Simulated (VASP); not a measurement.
# Ba (I4/mmm) in VASP: single point with PBEsol

Aim: the single point of Ba with PBEsol.

Program: VASP 6.6.1. These are calculated values, not measurements. Logs are shortened: lines on timing, memory, paths and dates and some standing lists are left out, and cuts for length are marked.

### Step 1. The cell of the first run

The structure is tetragonal, space group I4/mmm (No. 139). The conventional cell has a = 4.463 Å, b = 4.463 Å, c = 6.790 Å, α = 90.00°, β = 90.00°, γ = 90.00°. Within 5.9 Å of Ba (site symmetry 4/mmm) lie 12 Ba at 4.46 to 4.64 Å.

### Step 2. Single point, PBEsol

Contents of INCAR:

```
  ALGO = Normal
  EDIFF = 1E-6
  ENCUT = 500
  GGA = PS
  GGA_COMPAT = F
  ISIF = 2
  ISMEAR = 0
  LASPH = T
  LCHARG = F
  LREAL = F
  LWAVE = F
  NBANDS = 11
  NELM = 120
  PREC = Accurate
  SIGMA = 0.1
```

Contents of KPOINTS:

```
k-points
0
Gamma
  6 6 6
```

Contents of POSCAR:

```
Ba
1.0
   -2.2316142463      2.2316142463      3.3950755248
    2.2316142463     -2.2316142463      3.3950755248
    2.2316142463      2.2316142463     -3.3950755248
Ba
1
Direct
    0.0000000000      0.0000000000      0.0000000000
```

Potentials or basis: VASP PAW PBE potentials, release 64 (Ba_sv).

Run with:

```bash
$ cat potpaw_PBE.64/Ba_sv/POTCAR > POTCAR
$ mpirun -np 1 vasp_std > vasp.out
```

OUTCAR:

```text
EDIFF = 1E-6
   ENCUT = 500
   GGA = PS
   ISIF = 2
   ISMEAR = 0
   LASPH = T
   LREAL = F
   NELM = 120
   PREC = Accurate

 ion  position               nearest neighbor table
   1  0.000  0.000  0.000-

  LATTYP: Found a body centered tetragonal cell.
 ALAT       =     4.4632284926
 C/A-ratio  =     1.5213541186

  Lattice vectors:

 A1 = (  -2.2316142463,   2.2316142463,   3.3950755248)
 A2 = (   2.2316142463,  -2.2316142463,   3.3950755248)
 A3 = (   2.2316142463,   2.2316142463,  -3.3950755248)

Analysis of symmetry for initial positions (statically):
=====================================================================
 Subroutine PRICEL returns:
 Original cell was already a primitive cell.

 Routine SETGRP: Setting up the symmetry group for a
 body centered tetragonal supercell.

 Subroutine GETGRP returns: Found 16 space group operations
 (whereof 16 operations were pure point group operations)
 out of a pool of 16 trial point group operations.

The static configuration has the point symmetry D_4h.

Analysis of symmetry for dynamics (positions and initial velocities):
=====================================================================
 Subroutine PRICEL returns:
 Original cell was already a primitive cell.

 Routine SETGRP: Setting up the symmetry group for a
 body centered tetragonal supercell.

 Subroutine GETGRP returns: Found 16 space group operations
 (whereof 16 operations were pure point group operations)
 out of a pool of 16 trial point group operations.

The dynamic configuration has the point symmetry D_4h.

 Subroutine INISYM returns: Found 16 space group operations
 (whereof 16 operations are pure point group operations),
 and found     1 'primitive' translations

----------------------------------------------------------------------------------------

                                     Primitive cell

  volume of cell :      67.6313

  direct lattice vectors                    reciprocal lattice vectors
    -2.231614246  2.231614246  3.395075525     0.000000000  0.224053060  0.147272129
     2.231614246 -2.231614246  3.395075525     0.224053060  0.000000000  0.147272129
     2.231614246  2.231614246 -3.395075525     0.224053060  0.224053060  0.000000000

  length of vectors
     4.635379392  4.635379392  4.635379392     0.268120968  0.268120968  0.316858876

  position of ions in fractional coordinates (direct lattice)
     0.000000000  0.000000000  0.000000000

  ion indices of the primitive-cell ions
[... 74 lines left out ...]
   EDIFF  = 0.1E-05   stopping-criterion for ELM
   LREAL  =      F    real-space projection
   EDIFFG = 0.1E-04   stopping-criterion for IOM
   NSW    =      0    number of steps for IOM
   IBRION =     -1    ionic relax: 0-MD 1-quasi-New 2-CG
   NFREE  =      0    steps in history (QN), initial steepest desc. (CG)
   ISIF   =      2    stress and relaxation
   ISYM   =      2    0-nonsym 1-usesym 2-fastsym
   POTIM  = 0.5000    time-step for ionic-motion
   TEBEG  =    0.0;   TEEND  =   0.0 temperature during run
   PSTRESS=    0.0 pullay stress
   NELECT =      10.0000    total number of electrons
   NUPDOWN=      -1.0000    fix difference up-down
   EMIN   =  10.00;   EMAX   =-10.00  energy-range for DOS
   EFERMI =   0.00;   METHOD = LEGACY
   ISMEAR =     0;   SIGMA  =   0.10  broadening in eV -4-tet -1-fermi 0-gaus
   EFERMI_NEDOS =   21; number of points for ismear=-14 and -15
   IALGO  =     38    algorithm
   IMIX   =      4    mixing-type and parameters
     AMIX     =   0.40;   BMIX     =  1.00
     AMIX_MAG =   1.60;   BMIX_MAG =  1.00
  volume/ion in A,a.u.               =      67.63       456.40
  Fermi-wavevector in a.u.,A,eV,Ry     =   0.865683  1.635904 10.196304  0.749407
  Thomas-Fermi vector in A             =   1.983962
   LORBIT       =      0    0 simple, 1 ext, 2 COOP (PROOUT), +10 PAW based schemes
   GGA     = PS    functional components
   LHFCALC =     F    Hartree Fock is set to
   AEXX    =    0.0000 exact exchange contribution
   IVDW    =     0    specifies the selected vdW correction
   LEPSILON=     F    determine dielectric tensor
   LRPA    =     F    only Hartree local field effects (RPA)
 non-spin polarized calculation
 Gauss-broadening in eV      SIGMA  =   0.10
  energy-cutoff  :      500.00
  volume of cell :       67.63
 maximum number of plane-waves:      1769
 NGX is ok and might be reduce to    36
   NGX = 17   NGY = 17   NGZ = 17

 number of electron      10.0000000 magnetization

 Free energy of the ion-electron system (eV)
  ---------------------------------------------------
  ext. energy  EPLUGINS =         0.00000000
  ---------------------------------------------------
  free energy    TOTEN  =        -2.08910084 eV

  energy without entropy =       -2.07088679  energy(sigma->0) =       -2.07999381

 E-fermi :   1.4166     XC(G=0):  -7.2769

 val. band max:        1.3867456961   @ k =  -0.3333   0.3333   0.3333
 cond. band min:       1.4172065498   @ k =   0.3333   0.1667   0.1667
 fundamental gap:      0.0304608536
 Fermi energy:         1.4166225114

 k-point     1 :       0.0000    0.0000    0.0000
  band No.  band energies     occupation
      1     -27.6472      2.00000
      2     -12.6216      2.00000
      3     -12.6152      2.00000
      4     -12.6152      2.00000
      5      -1.4151      2.00000
      6       2.7905      0.00000
      7       3.1937      0.00000
      8       3.1937      0.00000
      9       4.1311      0.00000
     10       4.7999      0.00000
     11       7.2250      0.00000
[... 309 lines left out ...]
 k-point    24 :      -0.1667   -0.3333    0.1667
  band No.  band energies     occupation
      1     -27.6276      2.00000
      2     -12.8317      2.00000
      3     -12.6858      2.00000
      4     -12.6624      2.00000
      5      -0.0966      2.00000
      6       1.9752      0.00000
      7       2.5774      0.00000
      8       3.7689      0.00000
      9       4.3305      0.00000
     10       5.2093      0.00000
     11       8.0012      0.00000

 [... further k-points ...]
[... 5 lines left out ...]
  --------------------------------------------------------------------------------------
  -------------------------------------------------------------------------------------
  Total       -0.3988989     -0.3988989     -0.4490893      0.0000000      0.0000000      0.0000000
  in kB       -9.4498674     -9.4498674    -10.6388724      0.0000000      0.0000000      0.0000000
  external PRESSURE =      -9.8462024 kB  Pullay stress =       0.0000000 kB

 VOLUME and BASIS-vectors are now :
 -----------------------------------------------------------------------------
  energy-cutoff  :      500.00
  volume of cell :       67.63
      direct lattice vectors                 reciprocal lattice vectors
    -2.231614246  2.231614246  3.395075525     0.000000000  0.224053060  0.147272129
     2.231614246 -2.231614246  3.395075525     0.224053060  0.000000000  0.147272129
     2.231614246  2.231614246 -3.395075525     0.224053060  0.224053060  0.000000000

 POSITION                                       TOTAL-FORCE (eV/Angst)
 -----------------------------------------------------------------------------------
      0.00000      0.00000      0.00000         0.000000      0.000000      0.000000
 -----------------------------------------------------------------------------------
    total drift:                                0.000000     -0.000000     -0.000000

  FREE ENERGIE OF THE ION-ELECTRON SYSTEM (eV)
  ---------------------------------------------------
  free  energy   TOTEN  =        -2.0891008386 eV

  energy  without entropy=       -2.0708867853  energy(sigma->0) =       -2.07999381
```

Run time: 33 s. Hardware: 1 thread of AMD EPYC 7R13, shared host; peak memory 0.17 GiB.

Results:

| Item | Value |
| --- | --- |
| Free energy | -2.0891 eV |
| Pressure | -1.0 GPa |
| Band gap on the k mesh | zero (bands 5 and 6 overlap by 0.21 eV) |

Levels at points of the mesh, in eV from the Fermi level:
| k point | band 1 | band 2 | band 3 | band 4 | band 5 | band 6 | band 7 | band 8 | band 9 | band 10 |
| --- | --- | --- | --- | --- | --- | --- | --- | --- | --- | --- |
| (0.00, 0.00, 0.00) | -29.06 | -14.04 | -14.03 | -14.03 | -2.83 | 1.37 | 1.78 | 1.78 | 2.71 | 3.38 |
| (0.50, 0.00, 0.00) | -29.03 | -14.41 | -14.10 | -14.06 | -1.01 | 0.82 | 1.28 | 1.73 | 4.05 | 4.28 |
| (0.50, 0.50, 0.00) | -29.02 | -14.39 | -14.21 | -14.15 | -0.78 | -0.21 | 1.93 | 4.08 | 4.23 | 4.77 |
| (0.50, 0.50, 0.50) | -29.03 | -14.37 | -14.14 | -14.14 | -0.87 | -0.11 | 1.38 | 4.24 | 4.49 | 4.49 |

Caveat: the PAW data sets were made with another functional, which shifts forces and pressure a little; spin-orbit coupling is left out, which moves the levels of the heavy elements.
